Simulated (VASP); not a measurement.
## MgS: single point with PBEsol

Crystal: MgS.

```xyz
2
Lattice="0.0000 2.4976 2.8098 2.4976 0.0000 2.8098 2.4976 2.4976 0.0000" Properties=species:S:1:pos:R:3 pbc="T T T"
Mg    0.0000    0.0000    0.0000
S     2.4976    2.4976    2.8098
```

This cell differs from its parent crystal: strain -0.040 along x and y, +0.080 along z.

```yaml
Program: VASP 6.6.1
Task: single point
Functional: PBEsol
Potentials_or_basis: VASP PAW PBE potentials, release 64 (Mg, S)
Cutoff: 600 eV
k_mesh: 8 × 8 × 8
Occupations: gaussian, width 0.05 eV
Spin: no spin polarisation
Dipole_correction: no
Further_INCAR_settings: ALGO = Normal; EDIFF = 1e-06; NBANDS = 11
```

- Pressure: 1.4 GPa
- Band gap on the k mesh: 2.41 eV, indirect (least direct gap 3.41 eV)

Stress tensor (GPa, compression positive):
```
 5.08  0.00  0.00
 0.00  5.08  0.00
 0.00  0.00 -6.04
```

Levels at points of the mesh, in eV from the valence-band top:
| k point | band 1 | band 2 | band 3 | band 4 | band 5 | band 6 | band 7 | band 8 |
| --- | --- | --- | --- | --- | --- | --- | --- | --- |
| (0.00, 0.00, 0.00) | -12.95 | -0.35 | -0.35 | 0.00 | 3.41 | 6.91 | 8.14 | 8.14 |
| (0.50, 0.00, 0.00) | -11.60 | -5.15 | -1.03 | -0.64 | 4.02 | 6.37 | 7.29 | 9.95 |
| (0.50, 0.50, 0.00) | -11.56 | -4.55 | -1.57 | -1.57 | 3.10 | 4.31 | 10.88 | 12.53 |
| (0.50, 0.00, 0.50) | -11.07 | -4.46 | -2.59 | -1.57 | 2.41 | 3.97 | 11.38 | 11.99 |

It took 10 s on 1 thread of Intel(R) Xeon(R) 6975P-C (Granite Rapids) (shared host), peak memory 0.17 GiB.

Caveat: the cell differs from its parent crystal (strain -0.040 along x and y, +0.080 along z); the PAW data sets were made with another functional, which shifts forces and pressure a little. A k mesh can miss the band edges.
